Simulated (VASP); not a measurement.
Hf:

```
Hf
1.0
     0.00000    3.07500    3.07500
     3.07500    0.00000    3.07500
     3.07500    3.07500    0.00000
Hf
2
Direct
  0.00000 0.00000 0.00000
  0.25000 0.25000 0.25000
```

This isn't the form of Hf at room conditions, which is hcp.

- Program: VASP 6.6.1
- Task: relaxation of cell and atoms
- Functional: PBEsol
- Dispersion: D4
- Potentials or basis: VASP PAW PBE potentials, release 64 (Hf_pv)
- Cutoff: 500 eV
- k mesh: 7 × 7 × 7
- Occupations: fermi-dirac, width 0.1 eV
- Spin: no spin polarisation

At the start: pressure 3.4 GPa; volume 29.08 Å³/atom.

**Question.** Where does the relaxation end?

**Answer.** Over 4 steps the energy falls by 50.0 meV/atom and the volume is 33.07 Å³/atom (+13.7 %); space group Fd-3m (No. 227, to 0.1 Å) before and after.

The path:
| step | energy change (eV) | largest force (eV/Å) | pressure (GPa) | volume (Å³) |
| --- | --- | --- | --- | --- |
| 1 | 0.0000 | 0.0000 | 3.38 | 58.15 |
| 2 | -0.0863 | 0.0000 | 1.60 | 63.47 |
| 3 | -0.0988 | 0.0000 | -0.49 | 67.00 |
| 4 | -0.1000 | 0.0000 | 0.03 | 66.13 |

Final structure:
```xyz
2
Lattice="0.0000 3.2097 3.2097 3.2097 0.0000 3.2097 3.2097 3.2097 0.0000" Properties=species:S:1:pos:R:3 pbc="T T T"
Hf    0.0000    0.0000    0.0000
Hf    1.6048    1.6048    1.6048
```

Caveat: the PAW data sets were made with another functional, which shifts forces and pressure a little.
